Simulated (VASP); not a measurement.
Here is a VASP 6.6.1 calculation.

INCAR

```
SYSTEM = BN
PREC = Accurate ; ENCUT = 520
EDIFF = 1E-7 ; ISMEAR = 0
SIGMA = 0.01 ; LREAL = .FALSE.
LASPH = .TRUE. ; NELM = 100
ALGO = Normal ; ISIF = 2
LWAVE = .FALSE. ; LCHARG = .FALSE.
GGA = CA ; NBANDS = 26
```

File KPOINTS:

```
regular mesh
0
G
  6 6 4
  0 0 0
```

File POSCAR:

```
BN
1.0
    1.6438200000     -4.7155400000      0.0000000000
    1.6438200000      4.7155400000      0.0000000000
   -1.1929300000      0.0000000000      4.1817400000
B N
4 4
Direct
    0.4344000000      0.5664300000      0.0002000000
    0.5664300000      0.4344000000      0.5002000000
    0.1770000000      0.5642000000      0.4918200000
    0.5642000000      0.1770000000      0.9918200000
    0.3857400000      0.7783400000      0.8407800000
    0.7783400000      0.3857400000      0.3407800000
    0.3799100000      0.5117900000      0.3210900000
    0.5117900000      0.3799100000      0.8210900000
```

Potentials or basis: VASP PAW LDA potentials, release 64 (B, N).

Launch:

```bash
$ cat potpaw_LDA.64/B/POTCAR potpaw_LDA.64/N/POTCAR > POTCAR
$ mpirun -np 1 vasp_std > vasp.out
```

Q: What does it give for the band gap on the k mesh?

A: 3.41 eV, indirect (least direct gap 3.91 eV).

Q: Estimate the largest force.

A: 0.033 eV/Å.

Q: Predict the pressure.

A: -8.6 GPa.

Forces on the atoms (eV/Å):
```
B   -0.014 -0.010 -0.006
B   -0.014  0.010 -0.006
B   -0.007  0.007 -0.011
B   -0.007 -0.007 -0.011
N    0.006 -0.013 -0.012
N    0.006  0.013 -0.012
N    0.015 -0.009  0.028
N    0.015  0.009  0.028
```

A k mesh can miss the band edges.
